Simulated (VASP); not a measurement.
A run of VASP 6.6.1 is set up as follows.

Contents of INCAR:

```
PREC = Accurate ; ENCUT = 520
EDIFF = 1E-6 ; ISMEAR = 0
SIGMA = 0.1 ; LREAL = False
LASPH = True ; NELM = 60
ALGO = Fast ; ISIF = 2
LWAVE = False ; LCHARG = False
GGA = PE ; NBANDS = 27
```

KPOINTS

```
Automatic mesh
0
Gamma
  4 4 4
```

Contents of POSCAR:

```
MoOs3
1.0
    3.8850835408      0.0000000000      0.0000000000
    0.0000000000      3.8850835408      0.0000000000
    0.0000000000      0.0000000000      3.8850835408
Mo Os
1 3
Direct
    0.0000000000      0.0000000000      0.0000000000
    0.0000000000      0.5000000000      0.5000000000
    0.5000000000      0.0000000000      0.5000000000
    0.5000000000      0.5000000000      0.0000000000
```

Potentials or basis: VASP PAW PBE potentials, release 64 (Mo_sv, Os).

Launch:

```console
$ cat potpaw_PBE.64/Mo_sv/POTCAR potpaw_PBE.64/Os/POTCAR > POTCAR
$ mpirun -np 1 vasp_std > vasp.out
```

Question: Predict the pressure.

Answer: 0.0 GPa.

Question: Estimate the band gap on the k mesh.

Answer: Zero (bands 19 and 20 overlap by 4.16 eV).

Caveat: the k points lie up to 0.40 Å⁻¹ apart, too coarse for converged energies and pressures of a metal; spin-orbit coupling is left out, which moves the levels of the heavy elements.
